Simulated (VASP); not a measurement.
# Ga3Cu (Pm-3m) in VASP: a series of runs

Ga3Cu is run at these levels: LDA; tasks: single point.

Everything below comes from runs of VASP 6.6.1. Logs are shortened: lines on timing, memory, paths and dates and some standing lists are left out, and cuts for length are marked.

## (1) The cell of the first run

The structure is cubic, space group Pm-3m (No. 221). Conventional cell: a = 3.925 Å, b = 3.925 Å, c = 3.925 Å, α = 90.00°, β = 90.00°, γ = 90.00°. Ga (site symmetry 4/mmm) has 8 Ga at 2.78 Å and 4 Cu at 2.78 Å within 3.7 Å. Within 3.7 Å of Cu (site symmetry m-3m) lie 12 Ga at 2.78 Å.

## (2) Single point, LDA

File INCAR:

```
PREC = Accurate
ENCUT = 520
EDIFF = 1E-6
ISMEAR = 1
SIGMA = 0.02
LREAL = False
LASPH = True
NELM = 100
ALGO = Normal
ISIF = 2
LWAVE = False
LCHARG = False
NBANDS = 33
```

File KPOINTS:

```
regular mesh
0
Gamma
  6 6 6
```

File POSCAR:

```
Ga3Cu
1.0
    3.9247197859      0.0000000000      0.0000000000
    0.0000000000      3.9247197859      0.0000000000
    0.0000000000      0.0000000000      3.9247197859
Ga Cu
3 1
Direct
    0.0000000000      0.5000000000      0.5000000000
    0.5000000000      0.0000000000      0.5000000000
    0.5000000000      0.5000000000      0.0000000000
    0.0000000000      0.0000000000      0.0000000000
```

Potentials or basis: VASP PAW LDA potentials, release 64 (Ga_d, Cu).

Run with:

```sh
cat potpaw_LDA.64/Ga_d/POTCAR potpaw_LDA.64/Cu/POTCAR > POTCAR
mpirun -np 1 vasp_std > vasp.out
```

OUTCAR:

```text
PREC = Accurate
   ENCUT = 520
   EDIFF = 1E-6
   ISMEAR = 1
   LREAL = False
   LASPH = True
   NELM = 100
   ISIF = 2

 ion  position               nearest neighbor table
   1  0.000  0.500  0.500-   2 2.78   3 2.78   4 2.78   3 2.78   4 2.78   2 2.78   4 2.78   4 2.78
                             2 2.78   3 2.78   3 2.78   2 2.78
   2  0.500  0.000  0.500-   1 2.78   3 2.78   4 2.78   3 2.78   4 2.78   1 2.78   3 2.78   3 2.78
                             1 2.78   4 2.78   4 2.78   1 2.78
   3  0.500  0.500  0.000-   1 2.78   2 2.78   4 2.78   1 2.78   2 2.78   2 2.78   4 2.78   2 2.78
                             1 2.78   4 2.78   1 2.78   4 2.78
   4  0.000  0.000  0.000-   1 2.78   2 2.78   3 2.78   1 2.78   2 2.78   1 2.78   3 2.78   1 2.78
                             2 2.78   3 2.78   2 2.78   3 2.78

  LATTYP: Found a simple cubic cell.
 ALAT       =     3.9247197859

  Lattice vectors:

 A1 = (   3.9247197859,   0.0000000000,   0.0000000000)
 A2 = (   0.0000000000,   3.9247197859,   0.0000000000)
 A3 = (   0.0000000000,   0.0000000000,   3.9247197859)

Analysis of symmetry for initial positions (statically):
=====================================================================
 Subroutine PRICEL returns:
 Original cell was already a primitive cell.

 Routine SETGRP: Setting up the symmetry group for a
 simple cubic supercell.

 Subroutine GETGRP returns: Found 48 space group operations
 (whereof 48 operations were pure point group operations)
 out of a pool of 48 trial point group operations.

The static configuration has the point symmetry O_h .

Analysis of symmetry for dynamics (positions and initial velocities):
=====================================================================
 Subroutine PRICEL returns:
 Original cell was already a primitive cell.

 Routine SETGRP: Setting up the symmetry group for a
 simple cubic supercell.

 Subroutine GETGRP returns: Found 48 space group operations
 (whereof 48 operations were pure point group operations)
 out of a pool of 48 trial point group operations.

The dynamic configuration has the point symmetry O_h .

 Subroutine INISYM returns: Found 48 space group operations
 (whereof 48 operations are pure point group operations),
 and found     1 'primitive' translations

----------------------------------------------------------------------------------------

                                     Primitive cell

  volume of cell :      60.4541

  direct lattice vectors                    reciprocal lattice vectors
     3.924719786  0.000000000  0.000000000     0.254795260  0.000000000  0.000000000
     0.000000000  3.924719786  0.000000000     0.000000000  0.254795260  0.000000000
     0.000000000  0.000000000  3.924719786     0.000000000  0.000000000  0.254795260

  length of vectors
     3.924719786  3.924719786  3.924719786     0.254795260  0.254795260  0.254795260

  position of ions in fractional coordinates (direct lattice)
     0.000000000  0.500000000  0.500000000
     0.500000000  0.000000000  0.500000000
     0.500000000  0.500000000  0.000000000
     0.000000000  0.000000000  0.000000000

  ion indices of the primitive-cell ions
   primitive index   ion index
                 1           1
                 2           2
                 3           3
                 4           4

----------------------------------------------------------------------------------------

 KPOINTS: regular mesh

Automatic generation of k-mesh.
 Grid dimensions read from file:
 generate k-points for:    6    6    6

 Generating k-lattice:

  Cartesian coordinates                     Fractional coordinates (reciprocal lattice)
     0.042465877  0.000000000  0.000000000     0.166666667  0.000000000  0.000000000
     0.000000000  0.042465877  0.000000000     0.000000000  0.166666667  0.000000000
     0.000000000  0.000000000  0.042465877     0.000000000  0.000000000  0.166666667

  Length of vectors
     0.042465877  0.042465877  0.042465877

  Shift w.r.t. Gamma in fractional coordinates (k-lattice)
     0.000000000  0.000000000  0.000000000

 Subroutine IBZKPT returns following result:
 ===========================================

 Found     20 irreducible k-points:

 Following reciprocal coordinates:
            Coordinates               Weight
  0.000000  0.000000  0.000000      1.000000
  0.166667  0.000000  0.000000      6.000000
  0.333333  0.000000  0.000000      6.000000
  0.500000  0.000000  0.000000      3.000000
  0.166667  0.166667  0.000000     12.000000
  0.333333  0.166667  0.000000     24.000000
[... 12 lines left out ...]
  0.500000  0.500000  0.333333      6.000000
  0.500000  0.500000  0.500000      1.000000
   k-points           NKPTS =     20   k-points in BZ     NKDIM =     20   number of bands    NBANDS=     33
   number of dos      NEDOS =    301   number of ions     NIONS =      4
   total plane-waves  NPLWV =  27000
   dimension x,y,z NGX =    30 NGY =   30 NGZ =   30
   dimension x,y,z NGXF=    60 NGYF=   60 NGZF=   60
   ions per type =               3   1
   NGX,Y,Z   is equivalent  to a cutoff of  12.71, 12.71, 12.71 a.u.
   NGXF,Y,Z  is equivalent  to a cutoff of  25.42, 25.42, 25.42 a.u.
 SYSTEM =  unknown system
   PREC   = accura    normal or accurate (medium, high low for compatibility)
   ISTART =      0    job   : 0-new  1-cont  2-samecut
   ICHARG =      2    charge: 1-file 2-atom 10-const
   ISPIN  =      1    spin polarized calculation?
   LNONCOLLINEAR =      F non collinear calculations
   LSORBIT =      F    spin-orbit coupling
   LASPH  =      T    aspherical Exc in radial PAW
   ENCUT  =  520.0 eV  38.22 Ry    6.18 a.u.   7.30  7.30  7.30*2*pi/ulx,y,z
   NELM   =    100;   NELMIN=  2; NELMDL= -5     # of ELM steps
   EDIFF  = 0.1E-05   stopping-criterion for ELM
   LREAL  =      F    real-space projection
   EDIFFG = 0.1E-04   stopping-criterion for IOM
   NSW    =      0    number of steps for IOM
   IBRION =     -1    ionic relax: 0-MD 1-quasi-New 2-CG
   NFREE  =      0    steps in history (QN), initial steepest desc. (CG)
   ISIF   =      2    stress and relaxation
   ISYM   =      2    0-nonsym 1-usesym 2-fastsym
   POTIM  = 0.5000    time-step for ionic-motion
   TEBEG  =    0.0;   TEEND  =   0.0 temperature during run
   PSTRESS=    0.0 pullay stress
   NELECT =      50.0000    total number of electrons
   NUPDOWN=      -1.0000    fix difference up-down
   EMIN   =  10.00;   EMAX   =-10.00  energy-range for DOS
   EFERMI =   0.00;   METHOD = LEGACY
   ISMEAR =     1;   SIGMA  =   0.02  broadening in eV -4-tet -1-fermi 0-gaus
   EFERMI_NEDOS =   21; number of points for ismear=-14 and -15
   IALGO  =     38    algorithm
   IMIX   =      4    mixing-type and parameters
     AMIX     =   0.40;   BMIX     =  1.00
     AMIX_MAG =   1.60;   BMIX_MAG =  1.00
  volume/ion in A,a.u.               =      15.11       101.99
  Fermi-wavevector in a.u.,A,eV,Ry     =   1.536701  2.903945 32.129498  2.361451
  Thomas-Fermi vector in A             =   2.643313
   LORBIT       =      0    0 simple, 1 ext, 2 COOP (PROOUT), +10 PAW based schemes
   GGA     = CA    functional components
   LHFCALC =     F    Hartree Fock is set to
   AEXX    =    0.0000 exact exchange contribution
   IVDW    =     0    specifies the selected vdW correction
   LEPSILON=     F    determine dielectric tensor
   LRPA    =     F    only Hartree local field effects (RPA)
 non-spin polarized calculation
 Methfessel and Paxton  Order N= 1 SIGMA  =   0.02
  energy-cutoff  :      520.00
  volume of cell :       60.45
 maximum number of plane-waves:      1654
 NGX is ok and might be reduce to    30
   NGX = 15   NGY = 15   NGZ = 15

 number of electron      49.9999989 magnetization

 Free energy of the ion-electron system (eV)
  ---------------------------------------------------
  ext. energy  EPLUGINS =         0.00000000
  ---------------------------------------------------
  free energy    TOTEN  =       -15.19532861 eV

  energy without entropy =      -15.19502534  energy(sigma->0) =      -15.19522752

 E-fermi :   6.9654     XC(G=0): -12.3219

 val. band max:        6.9564164094   @ k =   0.5000   0.3333   0.1667
 cond. band min:       6.9747861040   @ k =   0.5000   0.5000   0.3333
 fundamental gap:      0.0183696947
 Fermi energy:         6.9654149481

 k-point     1 :       0.0000    0.0000    0.0000
  band No.  band energies     occupation
      1      -8.4219      2.00000
      2      -8.3732      2.00000
      3      -8.3732      2.00000
      4      -8.3732      2.00000
      5      -8.2152      2.00000
      6      -8.2152      2.00000
[... 25 lines left out ...]
     32      14.4753      0.00000
     33      14.4753      0.00000

 k-point     2 :       0.1667    0.0000    0.0000
  band No.  band energies     occupation
      1      -8.3897      2.00000
      2      -8.3649      2.00000
      3      -8.3404      2.00000
      4      -8.3404      2.00000
      5      -8.2071      2.00000
      6      -8.1877      2.00000
[... 25 lines left out ...]
     32      14.2163      0.00000
     33      14.2163      0.00000

 k-point     3 :       0.3333    0.0000    0.0000
  band No.  band energies     occupation
      1      -8.3471      2.00000
      2      -8.3125      2.00000
      3      -8.2486      2.00000
      4      -8.2486      2.00000
      5      -8.1875      2.00000
      6      -8.1199      2.00000
[... 25 lines left out ...]
     32      15.0526      0.00000
     33      15.0526      0.00000

 k-point     4 :       0.5000    0.0000    0.0000
  band No.  band energies     occupation
      1      -8.3375      2.00000
      2      -8.2634      2.00000
      3      -8.1650      2.00000
      4      -8.1452      2.00000
      5      -8.1452      2.00000
      6      -8.0799      2.00000
[... 529 lines left out ...]
     32      17.0139      0.00000
     33      17.9437      0.00000

 k-point    19 :       0.5000    0.5000    0.3333
  band No.  band energies     occupation
      1      -8.2683      2.00000
      2      -8.2668      2.00000
      3      -8.2668      2.00000
      4      -8.2605      2.00000
      5      -8.1695      2.00000
      6      -8.1695      2.00000
[... 25 lines left out ...]
     32      18.6738      0.00000
     33      19.1551      0.00000

 k-point    20 :       0.5000    0.5000    0.5000
  band No.  band energies     occupation
      1      -8.2879      2.00000
      2      -8.2879      2.00000
      3      -8.2879      2.00000
      4      -8.2846      2.00000
      5      -8.1741      2.00000
      6      -8.1741      2.00000
[... 25 lines left out ...]
     32      19.2509      0.00000
     33      19.2509      0.00000

------------------------ aborting loop because EDIFF is reached ----------------------------------------

  FORCE on cell =-STRESS in cart. coord.  units (eV):
  Direction    XX          YY          ZZ          XY          YZ          ZX
  --------------------------------------------------------------------------------------
  -------------------------------------------------------------------------------------
  Total       -0.4351467     -0.4351467     -0.4351467     -0.0000000     -0.0000000     -0.0000000
  in kB      -11.5324174    -11.5324174    -11.5324174     -0.0000000     -0.0000000     -0.0000000
  external PRESSURE =     -11.5324174 kB  Pullay stress =       0.0000000 kB

 VOLUME and BASIS-vectors are now :
 -----------------------------------------------------------------------------
  energy-cutoff  :      520.00
  volume of cell :       60.45
      direct lattice vectors                 reciprocal lattice vectors
     3.924719786  0.000000000  0.000000000     0.254795260  0.000000000  0.000000000
     0.000000000  3.924719786  0.000000000     0.000000000  0.254795260  0.000000000
     0.000000000  0.000000000  3.924719786     0.000000000  0.000000000  0.254795260

 POSITION                                       TOTAL-FORCE (eV/Angst)
 -----------------------------------------------------------------------------------
      0.00000      1.96236      1.96236         0.000000      0.000000      0.000000
      1.96236      0.00000      1.96236         0.000000      0.000000      0.000000
      1.96236      1.96236      0.00000         0.000000      0.000000      0.000000
      0.00000      0.00000      0.00000         0.000000      0.000000      0.000000
 -----------------------------------------------------------------------------------
    total drift:                                0.000000      0.000000     -0.000000

  FREE ENERGIE OF THE ION-ELECTRON SYSTEM (eV)
  ---------------------------------------------------
  free  energy   TOTEN  =       -15.1953286071 eV

  energy  without entropy=      -15.1950253422  energy(sigma->0) =      -15.19522752
```

Run time: 50 s. Hardware: 1 thread of Intel Xeon Platinum 8259CL at 2.50GHz (Skylake/Cascade Lake), shared host; peak memory 0.16 GiB.

Results:

```yaml
Free_energy: -15.1953 eV
Pressure: -1.2 GPa
Band_gap_on_the_k_mesh: zero (band 25 reaches 9.40 eV, above the bottom of band 26 at 4.92 eV)
```

## (3) Single point, LDA

This run uses another cell than the first one, of 15.55 Å³/atom, 1.029 times its volume.

File INCAR:

```
SYSTEM = Ga3Cu
PREC = Accurate
ENCUT = 520
EDIFF = 1E-6
ISMEAR = 1
SIGMA = 0.02
LREAL = .False.
LASPH = .True.
NELM = 100
ALGO = Normal
ISIF = 2
LWAVE = .False.
LCHARG = .False.
NBANDS = 33
```

File KPOINTS:

```
Automatic mesh
0
Gamma
  6 6 6
  0 0 0
```

File POSCAR:

```
Ga3Cu
1.0
    3.9622791952      0.0000000000      0.0000000000
    0.0000000000      3.9622791952      0.0000000000
    0.0000000000      0.0000000000      3.9622791952
Ga Cu
3 1
Direct
    0.0000000000      0.5000000000      0.5000000000
    0.5000000000      0.0000000000      0.5000000000
    0.5000000000      0.5000000000      0.0000000000
    0.0000000000      0.0000000000      0.0000000000
```

Potentials or basis: VASP PAW LDA potentials, release 64 (Ga_d, Cu).

Run with:

```sh
cat potpaw_LDA.64/Ga_d/POTCAR potpaw_LDA.64/Cu/POTCAR > POTCAR
mpirun -np 1 vasp_std > vasp.out
```

Wall time 45 s (1 thread of Intel Xeon Platinum 8259CL at 2.50GHz (Skylake/Cascade Lake), shared host); peak memory 0.16 GiB.

It converged, with:

| Quantity | Value |
| --- | --- |
| Free energy | -15.1754 eV |
| Pressure | -2.5 GPa |
| Band gap on the k mesh | zero (band 25 reaches 9.08 eV, above the bottom of band 26 at 4.61 eV) |

Levels at points of the mesh, in eV from the Fermi level:
```csv
k point,band 21,band 22,band 23,band 24,band 25,band 26,band 27,band 28,band 29,band 30
"(0.00, 0.00, 0.00)",-3.03,-2.28,-2.28,-2.28,-0.49,-0.49,1.04,6.01,6.01,6.01
"(0.50, 0.00, 0.00)",-3.03,-2.94,-0.48,0.65,0.65,1.09,1.09,2.11,2.44,3.04
"(0.50, 0.50, 0.00)",-3.33,-2.94,-2.78,-2.61,2.45,2.92,3.47,3.47,3.57,3.57
"(0.50, 0.50, 0.50)",-3.70,-3.70,-2.91,-2.91,-2.02,-2.02,-2.02,-1.11,11.73,11.73
```

[end of part 1 of 2]
